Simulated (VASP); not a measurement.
# BeTe3 (Im-3m) in VASP: a series of runs

BeTe3 is run at these levels: PBE; tasks: single point, relaxation of cell and atoms.

Program: VASP 6.6.1. These are calculated values, not measurements. Logs are shortened: lines on timing, memory, paths and dates and some standing lists are left out, and cuts for length are marked.

## 1. The cell of the first run

The structure is cubic, space group Im-3m (No. 229). The conventional cell has a = 6.078 Å, b = 6.078 Å, c = 6.078 Å, α = 90.00°, β = 90.00°, γ = 90.00°. Within 4.0 Å of Be (site symmetry m-3m) lie 6 Te at 3.04 Å. Te (site symmetry 4/mmm) has 2 Be at 3.04 Å and 4 Te at 3.04 Å within 4.0 Å.

## 2. Single point, PBE

Contents of INCAR:

```
PREC = Accurate
ENCUT = 520
EDIFF = 1E-6
ISMEAR = 0
SIGMA = 0.1
LREAL = F
LASPH = T
NELM = 100
ALGO = Normal
ISIF = 2
LWAVE = F
LCHARG = F
GGA = PE
NBANDS = 18
```

Contents of KPOINTS:

```
Automatic mesh
0
Gamma
  4 4 4
```

Contents of POSCAR:

```
BeTe3
1.0
   -3.0387604100      3.0387604100      3.0387604100
    3.0387604100     -3.0387604100      3.0387604100
    3.0387604100      3.0387604100     -3.0387604100
Be Te
1 3
Direct
    0.0000000000      0.0000000000      0.0000000000
    0.0000000000      0.5000000000      0.5000000000
    0.5000000000      0.0000000000      0.5000000000
    0.5000000000      0.5000000000      0.0000000000
```

Potentials or basis: VASP PAW PBE potentials, release 64 (Be, Te).

Run with:

```
$ cat potpaw_PBE.64/Be/POTCAR potpaw_PBE.64/Te/POTCAR > POTCAR
$ mpirun -np 1 vasp_std > vasp.out
```

OUTCAR:

```text
PREC = Accurate
   ENCUT = 520
   EDIFF = 1E-6
   ISMEAR = 0
   LREAL = F
   LASPH = T
   NELM = 100
   ISIF = 2
   GGA = PE

 ion  position               nearest neighbor table
   1  0.000  0.000  0.000-
   2  0.000  0.500  0.500-   3 3.04   4 3.04   4 3.04   3 3.04
   3  0.500  0.000  0.500-   2 3.04   4 3.04   4 3.04   2 3.04
   4  0.500  0.500  0.000-   2 3.04   3 3.04   3 3.04   2 3.04

  LATTYP: Found a body centered cubic cell.
 ALAT       =     6.0775208200

  Lattice vectors:

 A1 = (  -3.0387604100,   3.0387604100,   3.0387604100)
 A2 = (   3.0387604100,  -3.0387604100,   3.0387604100)
 A3 = (   3.0387604100,   3.0387604100,  -3.0387604100)

Analysis of symmetry for initial positions (statically):
=====================================================================
 Subroutine PRICEL returns:
 Original cell was already a primitive cell.

 Routine SETGRP: Setting up the symmetry group for a
 body centered cubic supercell.

 Subroutine GETGRP returns: Found 48 space group operations
 (whereof 48 operations were pure point group operations)
 out of a pool of 48 trial point group operations.

The static configuration has the point symmetry O_h .

Analysis of symmetry for dynamics (positions and initial velocities):
=====================================================================
 Subroutine PRICEL returns:
 Original cell was already a primitive cell.

 Routine SETGRP: Setting up the symmetry group for a
 body centered cubic supercell.

 Subroutine GETGRP returns: Found 48 space group operations
 (whereof 48 operations were pure point group operations)
 out of a pool of 48 trial point group operations.

The dynamic configuration has the point symmetry O_h .

 Subroutine INISYM returns: Found 48 space group operations
 (whereof 48 operations are pure point group operations),
 and found     1 'primitive' translations

----------------------------------------------------------------------------------------

                                     Primitive cell

  volume of cell :     112.2404

  direct lattice vectors                    reciprocal lattice vectors
    -3.038760410  3.038760410  3.038760410     0.000000000  0.164540777  0.164540777
     3.038760410 -3.038760410  3.038760410     0.164540777  0.000000000  0.164540777
[... 70 lines left out ...]
   ENCUT  =  520.0 eV  38.22 Ry    6.18 a.u.   9.79  9.79  9.79*2*pi/ulx,y,z
   NELM   =    100;   NELMIN=  2; NELMDL= -5     # of ELM steps
   EDIFF  = 0.1E-05   stopping-criterion for ELM
   LREAL  =      F    real-space projection
   EDIFFG = 0.1E-04   stopping-criterion for IOM
   NSW    =      0    number of steps for IOM
   IBRION =     -1    ionic relax: 0-MD 1-quasi-New 2-CG
   NFREE  =      0    steps in history (QN), initial steepest desc. (CG)
   ISIF   =      2    stress and relaxation
   ISYM   =      2    0-nonsym 1-usesym 2-fastsym
   POTIM  = 0.5000    time-step for ionic-motion
   TEBEG  =    0.0;   TEEND  =   0.0 temperature during run
   PSTRESS=    0.0 pullay stress
   NELECT =      20.0000    total number of electrons
   NUPDOWN=      -1.0000    fix difference up-down
   EMIN   =  10.00;   EMAX   =-10.00  energy-range for DOS
   EFERMI =   0.00;   METHOD = LEGACY
   ISMEAR =     0;   SIGMA  =   0.10  broadening in eV -4-tet -1-fermi 0-gaus
   EFERMI_NEDOS =   21; number of points for ismear=-14 and -15
   IALGO  =     38    algorithm
   IMIX   =      4    mixing-type and parameters
     AMIX     =   0.40;   BMIX     =  1.00
     AMIX_MAG =   1.60;   BMIX_MAG =  1.00
  volume/ion in A,a.u.               =      28.06       189.36
  Fermi-wavevector in a.u.,A,eV,Ry     =   0.921231  1.740873 11.546800  0.848666
  Thomas-Fermi vector in A             =   2.046624
   LORBIT       =      0    0 simple, 1 ext, 2 COOP (PROOUT), +10 PAW based schemes
   GGA     = PE    functional components
   LHFCALC =     F    Hartree Fock is set to
   AEXX    =    0.0000 exact exchange contribution
   IVDW    =     0    specifies the selected vdW correction
   LEPSILON=     F    determine dielectric tensor
   LRPA    =     F    only Hartree local field effects (RPA)
 non-spin polarized calculation
 Gauss-broadening in eV      SIGMA  =   0.10
  energy-cutoff  :      520.00
  volume of cell :      112.24
 maximum number of plane-waves:      3044
   NGX = 19   NGY = 19   NGZ = 19

 number of electron      19.9999997 magnetization

 Free energy of the ion-electron system (eV)
  ---------------------------------------------------
  ext. energy  EPLUGINS =         0.00000000
  ---------------------------------------------------
  free energy    TOTEN  =       -12.23811678 eV

  energy without entropy =      -12.23009452  energy(sigma->0) =      -12.23410565

 E-fermi :   6.8113     XC(G=0):  -9.2333

 val. band max:        6.2609345026   @ k =   0.2500   0.0000   0.0000
 cond. band min:       6.8986282732   @ k =   0.5000   0.5000   0.2500
 fundamental gap:      0.6376937707
 Fermi energy:         6.8112534280

 k-point     1 :       0.0000    0.0000    0.0000
  band No.  band energies     occupation
      1      -7.5720      2.00000
      2      -3.7176      2.00000
      3      -3.7176      2.00000
      4       1.2065      2.00000
      5       1.2065      2.00000
      6       1.2065      2.00000
[... 145 lines left out ...]
      5       0.0740      2.00000
      6       0.0740      2.00000
[... 10 lines left out ...]
     17      12.0173      0.00000
     18      12.0173      0.00000

------------------------ aborting loop because EDIFF is reached ----------------------------------------

  FORCE on cell =-STRESS in cart. coord.  units (eV):
  Direction    XX          YY          ZZ          XY          YZ          ZX
  --------------------------------------------------------------------------------------
  -------------------------------------------------------------------------------------
  Total       -1.3148146     -1.3148146     -1.3148146      0.0000000      0.0000000     -0.0000000
  in kB      -18.7683342    -18.7683342    -18.7683342      0.0000000      0.0000000     -0.0000000
  external PRESSURE =     -18.7683342 kB  Pullay stress =       0.0000000 kB

 VOLUME and BASIS-vectors are now :
 -----------------------------------------------------------------------------
  energy-cutoff  :      520.00
  volume of cell :      112.24
      direct lattice vectors                 reciprocal lattice vectors
    -3.038760410  3.038760410  3.038760410     0.000000000  0.164540777  0.164540777
     3.038760410 -3.038760410  3.038760410     0.164540777  0.000000000  0.164540777
     3.038760410  3.038760410 -3.038760410     0.164540777  0.164540777  0.000000000

 POSITION                                       TOTAL-FORCE (eV/Angst)
 -----------------------------------------------------------------------------------
      0.00000      0.00000      0.00000         0.000000     -0.000000      0.000000
      3.03876      0.00000      0.00000        -0.000000      0.000000      0.000000
      0.00000      3.03876      0.00000        -0.000000      0.000000     -0.000000
      0.00000      0.00000      3.03876         0.000000     -0.000000     -0.000000
 -----------------------------------------------------------------------------------
    total drift:                               -0.000000     -0.000000      0.000000

  FREE ENERGIE OF THE ION-ELECTRON SYSTEM (eV)
  ---------------------------------------------------
  free  energy   TOTEN  =       -12.2381167834 eV

  energy  without entropy=      -12.2300945239  energy(sigma->0) =      -12.23410565
```

OSZICAR:

```text
N       E                     dE             d eps       ncg     rms          rms(c)
DAV:   1     0.755018404410E+02    0.75502E+02   -0.75683E+03   288   0.904E+02
DAV:   2    -0.661443914289E+01   -0.82116E+02   -0.79089E+02   398   0.129E+02
DAV:   3    -0.121376674589E+02   -0.55232E+01   -0.54946E+01   360   0.388E+01
DAV:   4    -0.122358052941E+02   -0.98138E-01   -0.98093E-01   366   0.573E+00
DAV:   5    -0.122380050046E+02   -0.21997E-02   -0.21997E-02   336   0.857E-01    0.117E+01
DAV:   6    -0.122340410635E+02    0.39639E-02   -0.18562E-02   372   0.694E-01    0.723E+00
DAV:   7    -0.122382316698E+02   -0.41906E-02   -0.33873E-02   350   0.100E+00    0.190E-01
DAV:   8    -0.122380874077E+02    0.14426E-03   -0.41995E-03   346   0.317E-01    0.144E-01
DAV:   9    -0.122380942041E+02   -0.67964E-05   -0.14518E-04   352   0.679E-02    0.755E-02
DAV:  10    -0.122381128640E+02   -0.18660E-04   -0.54596E-05   312   0.368E-02    0.317E-02
DAV:  11    -0.122381164807E+02   -0.36167E-05   -0.43907E-06   336   0.121E-02    0.285E-03
DAV:  12    -0.122381167834E+02   -0.30267E-06   -0.53112E-07   218   0.388E-03
   1 F= -.12238117E+02 E0= -.12234106E+02  d E =-.802226E-02
```

It took 9.1 s on 1 thread of Intel Xeon 6975P-C (Granite Rapids), shared host; peak memory 0.23 GiB.

Results:

| Property | Result |
| --- | --- |
| Free energy | -12.2381 eV |
| Pressure | -1.9 GPa |
| Band gap on the k mesh | zero (band 10 reaches 6.90 eV, above the bottom of band 11 at 4.83 eV) |

Caveat: the k points lie up to 0.37 Å⁻¹ apart; spin-orbit coupling is left out, which moves the levels of the heavy elements.

## 3. Single point, PBE

This run uses another cell than the first one, of 27.17 Å³/atom, 0.968 times its volume.

Contents of INCAR:

```
ALGO = Normal
EDIFF = 1E-6
ENCUT = 520
GGA = PE
ISIF = 2
ISMEAR = 0
LASPH = True
LCHARG = True
LELF = True
LREAL = False
LVHAR = True
LWAVE = False
NBANDS = 18
NELM = 80
PREC = Accurate
SIGMA = 0.1
```

Contents of KPOINTS:

```
k-points
0
Gamma
  12 12 12
```

Contents of POSCAR:

```
BeTe3
1.0
   -3.0061820020      3.0061820020      3.0061820020
    3.0061820020     -3.0061820020      3.0061820020
    3.0061820020      3.0061820020     -3.0061820020
Be Te
1 3
Direct
    0.0000000000      0.0000000000      0.0000000000
    0.0000000000      0.5000000000      0.5000000000
    0.5000000000      0.0000000000      0.5000000000
    0.5000000000      0.5000000000      0.0000000000
```

Potentials or basis: VASP PAW PBE potentials, release 64 (Be, Te).

Run with:

```
$ cat potpaw_PBE.64/Be/POTCAR potpaw_PBE.64/Te/POTCAR > POTCAR
$ mpirun -np 1 vasp_std > vasp.out
```

OUTCAR:

```text
EDIFF = 1E-6
   ENCUT = 520
   GGA = PE
   ISIF = 2
   ISMEAR = 0
   LASPH = True
   LREAL = False
   NELM = 80
   PREC = Accurate

 ion  position               nearest neighbor table
   1  0.000  0.000  0.000-   2 3.01   3 3.01   4 3.01   2 3.01   3 3.01   4 3.01
   2  0.000  0.500  0.500-   1 3.01   3 3.01   4 3.01   1 3.01   4 3.01   3 3.01
   3  0.500  0.000  0.500-   1 3.01   2 3.01   4 3.01   4 3.01   1 3.01   2 3.01
   4  0.500  0.500  0.000-   1 3.01   2 3.01   3 3.01   3 3.01   2 3.01   1 3.01

  LATTYP: Found a body centered cubic cell.
 ALAT       =     6.0123640040

  Lattice vectors:

 A1 = (  -3.0061820020,   3.0061820020,   3.0061820020)
 A2 = (   3.0061820020,  -3.0061820020,   3.0061820020)
 A3 = (   3.0061820020,   3.0061820020,  -3.0061820020)

Analysis of symmetry for initial positions (statically):
=====================================================================
 Subroutine PRICEL returns:
 Original cell was already a primitive cell.

 Routine SETGRP: Setting up the symmetry group for a
 body centered cubic supercell.
[... 165 lines left out ...]
  ext. energy  EPLUGINS =         0.00000000
  ---------------------------------------------------
  free energy    TOTEN  =       -12.04491949 eV

  energy without entropy =      -12.04055653  energy(sigma->0) =      -12.04273801

 E-fermi :   6.6625     XC(G=0):  -9.3624

 val. band max:        6.6539699729   @ k =   0.5000   0.5000   0.3333
 cond. band min:       6.7043259360   @ k =   0.3333   0.0000   0.0000
 fundamental gap:      0.0503559632
 Fermi energy:         6.6625224948

 k-point     1 :       0.0000    0.0000    0.0000
  band No.  band energies     occupation
      1      -7.3669      2.00000
      2      -3.2742      2.00000
      3      -3.2742      2.00000
      4       1.4876      2.00000
      5       1.4876      2.00000
      6       1.4876      2.00000
[... 481 lines left out ...]
      5       1.6919      2.00000
      6       3.6379      2.00000
[... 10 lines left out ...]
     17      12.8388      0.00000
     18      13.0147      0.00000

 [... further k-points ...]
[... 5 lines left out ...]
  --------------------------------------------------------------------------------------
  -------------------------------------------------------------------------------------
  Total       -0.0073419     -0.0073419     -0.0073419      0.0000000     -0.0000000      0.0000000
  in kB       -0.1082459     -0.1082459     -0.1082459      0.0000000     -0.0000000      0.0000000
  external PRESSURE =      -0.1082459 kB  Pullay stress =       0.0000000 kB

 VOLUME and BASIS-vectors are now :
 -----------------------------------------------------------------------------
  energy-cutoff  :      520.00
  volume of cell :      108.67
      direct lattice vectors                 reciprocal lattice vectors
    -3.006182002  3.006182002  3.006182002     0.000000000  0.166323928  0.166323928
     3.006182002 -3.006182002  3.006182002     0.166323928  0.000000000  0.166323928
     3.006182002  3.006182002 -3.006182002     0.166323928  0.166323928  0.000000000

 POSITION                                       TOTAL-FORCE (eV/Angst)
 -----------------------------------------------------------------------------------
      0.00000      0.00000      0.00000        -0.000000      0.000000     -0.000000
      3.00618      0.00000      0.00000        -0.000000      0.000000     -0.000000
      0.00000      3.00618      0.00000         0.000000     -0.000000      0.000000
      0.00000      0.00000      3.00618         0.000000     -0.000000     -0.000000
 -----------------------------------------------------------------------------------
    total drift:                               -0.000000     -0.000000      0.000000

  FREE ENERGIE OF THE ION-ELECTRON SYSTEM (eV)
  ---------------------------------------------------
  free  energy   TOTEN  =       -12.0449194926 eV

  energy  without entropy=      -12.0405565285  energy(sigma->0) =      -12.04273801
```

OSZICAR:

```text
N       E                     dE             d eps       ncg     rms          rms(c)
DAV:   1     0.754576345371E+02    0.75458E+02   -0.75259E+03  2592   0.902E+02
DAV:   2    -0.655420681952E+01   -0.82012E+02   -0.78656E+02  3492   0.135E+02
DAV:   3    -0.119405369001E+02   -0.53863E+01   -0.53482E+01  3318   0.387E+01
DAV:   4    -0.120318283679E+02   -0.91291E-01   -0.91225E-01  3362   0.572E+00
DAV:   5    -0.120338991851E+02   -0.20708E-02   -0.20707E-02  3270   0.851E-01    0.122E+01
DAV:   6    -0.120379463194E+02   -0.40471E-02   -0.10300E-02  3290   0.598E-01    0.747E+00
DAV:   7    -0.120447139559E+02   -0.67676E-02   -0.20394E-02  2976   0.853E-01    0.128E-01
DAV:   8    -0.120448353675E+02   -0.12141E-03   -0.97773E-04  3348   0.163E-01    0.843E-02
DAV:   9    -0.120448980743E+02   -0.62707E-04   -0.83912E-05  3028   0.499E-02    0.443E-02
DAV:  10    -0.120449194754E+02   -0.21401E-04   -0.24347E-05  3046   0.270E-02    0.134E-02
DAV:  11    -0.120449194926E+02   -0.17254E-07   -0.86585E-07  2502   0.532E-03
   1 F= -.12044919E+02 E0= -.12042738E+02  d E =-.436296E-02
```

stdout:

```text
POSCAR found type information on POSCAR BeTe
 POSCAR found :  2 types and       4 ions
 scaLAPACK will be used
 LDA part: xc-table for (Slater+PW92), standard interpolation
 POSCAR, INCAR and KPOINTS ok, starting setup
 FFT: planning ... GRIDC
 FFT: planning ... GRID_SOFT
 FFT: planning ... GRID
 WAVECAR not read
 entering main loop
```

It took 48 s on 1 thread of Intel Xeon 6975P-C (Granite Rapids), shared host; peak memory 0.31 GiB.

Results:

- Free energy: -12.0449 eV
- Pressure: 0.0 GPa
- Band gap on the k mesh: zero (band 10 reaches 7.28 eV, above the bottom of band 11 at 5.25 eV)

Levels at points of the mesh, in eV from the Fermi level:
```
           k point  band 6  band 7  band 8  band 9  band 10  band 11  band 12  band 13  band 14  band 15
(0.00, 0.00, 0.00)   -5.17   -3.09   -3.09   -3.09    -1.59     2.19     2.19     2.19     2.72     2.72
(0.50, 0.00, 0.00)   -3.57   -2.68   -1.96   -1.85    -1.45    -0.63     1.96     2.36     2.55     3.40
(0.50, 0.50, 0.50)   -6.39   -2.02   -2.02   -2.02    -1.08     3.67     3.67     3.67     4.89     4.89
```

Caveat: spin-orbit coupling is left out, which moves the levels of the heavy elements.

## 4. Relaxation of cell and atoms, PBE

This run uses another cell than the first one, of 27.07 Å³/atom, 0.965 times its volume.

Contents of INCAR:

```
PREC = Accurate ; ENCUT = 600
EDIFF = 1E-6 ; ISMEAR = 0
SIGMA = 0.1 ; LREAL = F
LASPH = T ; NELM = 80
ALGO = Normal ; ISIF = 3
LWAVE = F ; LCHARG = F
GGA = PE ; IBRION = 2
NSW = 100 ; EDIFFG = -0.01
```

Contents of KPOINTS:

```
regular mesh
0
Gamma
  12 12 12
```

Contents of POSCAR:

```
BeTe3
1.0
   -3.0026901991      3.0026901991      3.0026901991
    3.0026901991     -3.0026901991      3.0026901991
    3.0026901991      3.0026901991     -3.0026901991
Be Te
1 3
Direct
    0.0000000000      0.0000000000      0.0000000000
    0.0000000000      0.5000000000      0.5000000000
    0.5000000000      0.0000000000      0.5000000000
    0.5000000000      0.5000000000      0.0000000000
```

Run with:

```
$ cat potpaw_PBE.64/Be/POTCAR potpaw_PBE.64/Te/POTCAR > POTCAR
$ mpirun -np 1 vasp_std > vasp.out
```

Wall time 68 s (1 thread of Intel Xeon 6975P-C (Granite Rapids), shared host); peak memory 0.35 GiB.

Results (log left out):

| Property | Result |
| --- | --- |
| Free energy | -12.0449 eV |
| Relaxed volume | 27.19 Å³/atom |
| Relaxed cell | a = 5.208 Å, b = 5.208 Å, c = 5.208 Å, α = 109.47°, β = 109.47°, γ = 109.47° |
| Space group after relaxing (to 0.05 Å) | Im-3m (No. 229) |
| Energy gained by relaxing | 0.0 meV/atom |
| Ionic steps | 2 |
| Pressure after relaxing | -0.1 GPa |
| Band gap on the k mesh | zero (band 10 reaches 7.27 eV, above the bottom of band 11 at 5.24 eV) |

Step by step:
| step | energy change (eV) | largest force (eV/Å) | pressure (GPa) | volume (Å³) |
| --- | --- | --- | --- | --- |
| 1 | 0.0000 | 0.0000 | 0.17 | 108.29 |
| 2 | -0.0002 | 0.0000 | -0.05 | 108.75 |

Final structure:
```
Be Te
1.0
    -3.00697    3.00697    3.00697
     3.00697   -3.00697    3.00697
     3.00697    3.00697   -3.00697
Be Te
1 3
Direct
  0.00000 0.00000 0.00000
  0.00000 0.50000 0.50000
  0.50000 0.00000 0.50000
  0.50000 0.50000 0.00000
```

Levels at points of the mesh, in eV from the Fermi level:
| k point | band 7 | band 8 | band 9 | band 10 | band 11 | band 12 | band 13 | band 14 |
| --- | --- | --- | --- | --- | --- | --- | --- | --- |
| (0.00, 0.00, 0.00) | -3.09 | -3.09 | -3.09 | -1.59 | 2.19 | 2.19 | 2.19 | 2.72 |
| (0.50, 0.00, 0.00) | -2.68 | -1.96 | -1.85 | -1.45 | -0.63 | 1.96 | 2.36 | 2.55 |
| (0.50, 0.50, 0.50) | -2.02 | -2.02 | -2.02 | -1.08 | 3.66 | 3.66 | 3.66 | 4.90 |

Caveat: spin-orbit coupling is left out, which moves the levels of the heavy elements.

## 5. Overview

| task | cell | k mesh | cutoff (eV) | gap on the mesh (eV) | pressure (GPa) |
| --- | --- | --- | --- | --- | --- |
| single point | a = 5.263 Å, angles 109.5°, 4 atoms | 4 × 4 × 4 | 520 | none | -1.9 |
| single point | a = 5.207 Å, angles 109.5°, 4 atoms | 12 × 12 × 12 | 520 | none | 0.0 |
| relaxation of cell and atoms | relaxed from a = 5.201 Å, angles 109.5°, 4 atoms | 12 × 12 × 12 | 600 | none | -0.1 |

Alike in all rows: level PBE; potentials or basis VASP PAW PBE potentials, release 64 (Be, Te); no spin polarisation; smearing gaussian 0.1 eV.

Caveats: some runs use coarse meshes; spin-orbit coupling is left out, which moves the levels of the heavy elements.

Total energies depend on the potentials used, so only differences within one code and one set of settings carry meaning.
